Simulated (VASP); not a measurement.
# LiH (P4/mmm) in VASP: single point with HSE06

Aim: the single point of LiH with HSE06.

Program: VASP 6.6.1. These are calculated values, not measurements. Logs are shortened: lines on timing, memory, paths and dates and some standing lists are left out, and cuts for length are marked.

## 1. The cell of the first run

The typed cell holds 2 atoms: a = 2.489 Å, b = 2.489 Å, c = 2.497 Å, α = 90.00°, β = 90.00°, γ = 90.00°.

## 2. Single point, HSE06 (epitaxial xy strain -0.5%)

POSCAR

```
LiH
1.0
    2.4889002523      0.0000000000      0.0000000000
    0.0000000000      2.4889002523      0.0000000000
    0.0000000000      0.0000000000      2.4967717452
Li H
1 1
Direct
    0.0000000000      0.0000000000      0.0000000000
    0.5000000000      0.5000000000      0.5000000000
```

INCAR.step1

```
SYSTEM = LiH
PREC = Accurate ; ENCUT = 520
EDIFF = 1E-5 ; ISMEAR = 0
SIGMA = 0.01 ; LREAL = .False.
LASPH = .True. ; NELM = 60
ALGO = Normal ; ISIF = 2
LWAVE = .True. ; LCHARG = .False.
GGA = PE ; NBANDS = 9
```

INCAR.step2

```
SYSTEM = LiH
PREC = Accurate ; ENCUT = 520
EDIFF = 1E-6 ; ISMEAR = 0
SIGMA = 0.01 ; LREAL = .False.
LASPH = .True. ; NELM = 60
ALGO = Normal ; ISIF = 2
LWAVE = .False. ; LCHARG = .False.
GGA = PE ; LHFCALC = .True.
HFSCREEN = 0.2079 ; PRECFOCK = Normal
ISTART = 1 ; NBANDS = 9
```

KPOINTS

```
regular mesh
0
Gamma
  8 8 8
  0 0 0
```

Potentials or basis: VASP PAW PBE potentials, release 64 (Li_sv, H).

Run with:

```sh
> cat potpaw_PBE.64/Li_sv/POTCAR potpaw_PBE.64/H/POTCAR > POTCAR
> cp INCAR.step1 INCAR
> mpirun -np 1 vasp_std > vasp.out
> cp INCAR.step2 INCAR
> mpirun -np 1 vasp_std > vasp.out
```

OUTCAR:

```text
SYSTEM = LiH
   PREC = Accurate
   ENCUT = 520
   EDIFF = 1E-6
   ISMEAR = 0
   LREAL = .False.
   LASPH = .True.
   NELM = 60
   ISIF = 2
   GGA = PE
   LHFCALC = .True.
   HFSCREEN = 0.2079
   PRECFOCK = Normal
   ISTART = 1

 ion  position               nearest neighbor table
   1  0.000  0.000  0.000-
   2  0.500  0.500  0.500-

  LATTYP: Found a simple tetragonal cell.
 ALAT       =     2.4889002523
 C/A-ratio  =     1.0031626390

  Lattice vectors:

 A1 = (   2.4889002523,   0.0000000000,   0.0000000000)
 A2 = (   0.0000000000,   2.4889002523,   0.0000000000)
 A3 = (   0.0000000000,   0.0000000000,   2.4967717452)

Analysis of symmetry for initial positions (statically):
=====================================================================
 Subroutine PRICEL returns:
 Original cell was already a primitive cell.

 Routine SETGRP: Setting up the symmetry group for a
 simple tetragonal supercell.

 Subroutine GETGRP returns: Found 16 space group operations
 (whereof 16 operations were pure point group operations)
 out of a pool of 16 trial point group operations.

The static configuration has the point symmetry D_4h.

Analysis of symmetry for dynamics (positions and initial velocities):
=====================================================================
 Subroutine PRICEL returns:
 Original cell was already a primitive cell.

 Routine SETGRP: Setting up the symmetry group for a
 simple tetragonal supercell.

 Subroutine GETGRP returns: Found 16 space group operations
 (whereof 16 operations were pure point group operations)
 out of a pool of 16 trial point group operations.

The dynamic configuration has the point symmetry D_4h.

 Subroutine INISYM returns: Found 16 space group operations
 (whereof 16 operations are pure point group operations),
 and found     1 'primitive' translations

----------------------------------------------------------------------------------------

                                     Primitive cell

  volume of cell :      15.4666

  direct lattice vectors                    reciprocal lattice vectors
     2.488900252  0.000000000  0.000000000     0.401783880  0.000000000  0.000000000
     0.000000000  2.488900252  0.000000000     0.000000000  0.401783880  0.000000000
     0.000000000  0.000000000  2.496771745     0.000000000  0.000000000  0.400517189

  length of vectors
[... 94 lines left out ...]
   NUPDOWN=      -1.0000    fix difference up-down
   EMIN   =  10.00;   EMAX   =-10.00  energy-range for DOS
   EFERMI =   0.00;   METHOD = LEGACY
   ISMEAR =     0;   SIGMA  =   0.01  broadening in eV -4-tet -1-fermi 0-gaus
   EFERMI_NEDOS =   21; number of points for ismear=-14 and -15
   IALGO  =     38    algorithm
   IMIX   =      1    mixing-type and parameters
     AMIX     =   0.40;   BMIX     =  1.00
     AMIX_MAG =   1.60;   BMIX_MAG =  1.00
  volume/ion in A,a.u.               =       7.73        52.19
  Fermi-wavevector in a.u.,A,eV,Ry     =   1.043030  1.971041 14.801942  1.087912
  Thomas-Fermi vector in A             =   2.177721
   LORBIT       =      0    0 simple, 1 ext, 2 COOP (PROOUT), +10 PAW based schemes
   GGA     = PE    functional components
   LHFCALC =     T    Hartree Fock is set to
   PRECFOCK=normal    Normal, Fast or Accurate (Low or Medium for compatibility)
   ENCUT4O =  -1.0   cutoff for four orbital integrals eV
   NKREDX  =     1    reduce k-point grid by
   NKREDY  =     1    reduce k-point grid by
   NKREDZ  =     1    reduce k-point grid by
   AEXX    =    0.2500 exact exchange contribution
   HFSCREEN=    0.2079 screening length (either q_TF or 0.3 A-1)
   HFSCREENC=   0.2079 screening length for correlation (either q_TF or 0.3 A-1)
   ENCUTFOCK=  -1.0 apply spherical cutoff to Coloumb kernel
   IVDW    =     0    specifies the selected vdW correction
   LEPSILON=     F    determine dielectric tensor
   LRPA    =     F    only Hartree local field effects (RPA)
 non-spin polarized calculation
 Gauss-broadening in eV      SIGMA  =   0.01
  energy-cutoff  :      520.00
  volume of cell :       15.47
 maximum number of plane-waves:       437
 NGX is ok and might be reduce to    20
  NGX = 14; NGY = 14; NGZ = 14

 number of electron       4.0000010 magnetization

 Free energy of the ion-electron system (eV)
  ---------------------------------------------------
  ext. energy  EPLUGINS =         0.00000000
  ---------------------------------------------------
  free energy    TOTEN  =        -6.30156499 eV

  energy without entropy =       -6.30156499  energy(sigma->0) =       -6.30156499

 E-fermi :   3.5934     XC(G=0):  -7.2671

 val. band max:        3.2803178269   @ k =   0.5000   0.5000   0.5000
 cond. band min:       4.6829632789   @ k =   0.0000   0.0000   0.5000
 fundamental gap:      1.4026454520
 Fermi energy:         3.5934320458

 k-point     1 :       0.0000    0.0000    0.0000
  band No.  band energies     occupation
      1     -48.2100      2.00000
      2      -6.6071      2.00000
      3      16.3936      0.00000
      4      16.5307      0.00000
      5      16.5307      0.00000
      6      17.5271      0.00000
      7      19.5158      0.00000
      8      19.6051      0.00000
      9      36.6818      0.00000
[... 265 lines left out ...]
 k-point    24 :       0.5000    0.1250    0.1250
  band No.  band energies     occupation
      1     -48.1349      2.00000
      2      -3.2772      2.00000
      3       4.9706      0.00000
      4      13.7752      0.00000
      5      17.3481      0.00000
      6      20.0080      0.00000
      7      21.4393      0.00000
      8      28.2929      0.00000
      9      29.9153      0.00000

 [... further k-points ...]

------------------------ aborting loop because EDIFF is reached ----------------------------------------

  FORCE on cell =-STRESS in cart. coord.  units (eV):
  Direction    XX          YY          ZZ          XY          YZ          ZX
  --------------------------------------------------------------------------------------
  -------------------------------------------------------------------------------------
  Total        0.0214963      0.0214963     -0.0475609      0.0000000      0.0000000      0.0000000
  in kB        2.2267933      2.2267933     -4.9268232      0.0000000      0.0000000      0.0000000
  external PRESSURE =      -0.1577455 kB  Pullay stress =       0.0000000 kB

 VOLUME and BASIS-vectors are now :
 -----------------------------------------------------------------------------
  energy-cutoff  :      520.00
  volume of cell :       15.47
      direct lattice vectors                 reciprocal lattice vectors
     2.488900252  0.000000000  0.000000000     0.401783880  0.000000000  0.000000000
     0.000000000  2.488900252  0.000000000     0.000000000  0.401783880  0.000000000
     0.000000000  0.000000000  2.496771745     0.000000000  0.000000000  0.400517189

 POSITION                                       TOTAL-FORCE (eV/Angst)
 -----------------------------------------------------------------------------------
      0.00000      0.00000      0.00000         0.000000      0.000000      0.000000
      1.24445      1.24445      1.24839         0.000000      0.000000      0.000000
 -----------------------------------------------------------------------------------
    total drift:                                0.000000      0.000000     -0.000000

  FREE ENERGIE OF THE ION-ELECTRON SYSTEM (eV)
  ---------------------------------------------------
  free  energy   TOTEN  =        -6.3015649855 eV

  energy  without entropy=       -6.3015649855  energy(sigma->0) =       -6.30156499
```

OUTCAR.step1:

```text
SYSTEM = LiH
   PREC = Accurate
   ENCUT = 520
   EDIFF = 1E-5
   ISMEAR = 0
   LREAL = .False.
   LASPH = .True.
[... 511 lines left out ...]
      0.00000      0.00000      0.00000         0.000000      0.000000      0.000000
      1.24445      1.24445      1.24839         0.000000      0.000000      0.000000
 -----------------------------------------------------------------------------------
    total drift:                                0.000000      0.000000      0.000000

  FREE ENERGIE OF THE ION-ELECTRON SYSTEM (eV)
  ---------------------------------------------------
  free  energy   TOTEN  =        -5.6578357493 eV

  energy  without entropy=       -5.6578357493  energy(sigma->0) =       -5.65783575
```

OSZICAR.step1:

```text
N       E                     dE             d eps       ncg     rms          rms(c)
DAV:   1    -0.134986254999E+01   -0.13499E+01   -0.14286E+03  1374   0.399E+02
DAV:   2    -0.585587501110E+01   -0.45060E+01   -0.44086E+01  1952   0.543E+01
DAV:   3    -0.592468478508E+01   -0.68810E-01   -0.68743E-01  1597   0.518E+00
DAV:   4    -0.592484945227E+01   -0.16467E-03   -0.16464E-03  1805   0.277E-01
DAV:   5    -0.592484973048E+01   -0.27821E-06   -0.27822E-06  1605   0.970E-03    0.283E+00
DAV:   6    -0.572722929683E+01    0.19762E+00   -0.16145E-01  1559   0.122E+00    0.141E+00
DAV:   7    -0.565674710000E+01    0.70482E-01   -0.21234E-01  1570   0.154E+00    0.224E-01
DAV:   8    -0.565790466728E+01   -0.11576E-02   -0.42734E-03  1618   0.437E-01    0.518E-02
DAV:   9    -0.565783588717E+01    0.68780E-04   -0.27324E-04  1814   0.561E-02    0.602E-03
DAV:  10    -0.565783574933E+01    0.13784E-06   -0.65377E-06  1210   0.187E-02
   1 F= -.56578357E+01 E0= -.56578357E+01  d E =-.390494E-68
```

Run time: 3.7 min. Hardware: 1 thread of Intel Xeon Platinum 8488C (Sapphire Rapids), shared host; peak memory 0.24 GiB.

What came out:

* Free energy: -6.3016 eV
* Band gap on the k mesh: 1.40 eV (least direct gap 5.26 eV)

Caveat: the cell differs from its parent crystal (epitaxial xy strain -0.5%); the cutoff is under 1.25 times the usual one of these potentials, so pressure, stress and relaxed cells hold a basis-set (Pulay) error; the PAW data sets were made with another functional, which shifts forces and pressure a little. A k mesh can miss the band edges.
